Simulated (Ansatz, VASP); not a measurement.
# Two plane-wave programs on Ba3Pb2

```
CELL_PARAMETERS angstrom
6.64077 0.00000 0.00000
0.00000 6.64077 0.00000
0.00000 0.00000 6.64077
ATOMIC_POSITIONS crystal
Ba 0.50000 0.00000 0.00000
Ba 0.00000 0.50000 0.00000
Ba 0.00000 0.00000 0.50000
Pb 0.00000 0.00000 0.00000
Pb 0.50000 0.50000 0.50000
```

Alike in both runs: functional PBE; k mesh 6 × 6 × 6; occupations gaussian, width 0.1 eV; no spin polarisation.

Ansatz relaxed the structure, and its values are those at the end. VASP's run is a single point on that final structure, the one shown.

|  | VASP | Ansatz |
| --- | --- | --- |
| version | VASP 6.6.1 | Ansatz 0.2.0 |
| potentials or method | VASP PAW PBE potentials, release 64 (Ba_sv, Pb_d), cutoff 520 eV | scalar-relativistic, plane waves, PAW |
| valence electrons in the cell | 58 | 58 |

VASP gave:

* gap on the k mesh at the Fermi level (eV): none
* pressure (GPa): 0.1

Question: Which values does Ansatz return?

Answer: gap on the k mesh at the Fermi level (eV): none; pressure (GPa): 0.0.

A gap of «none» marks a metal or a gap that the smearing closes. With one functional, cell and mesh, what is left measures potentials, basis and numerics.

Spin-orbit coupling is off throughout.
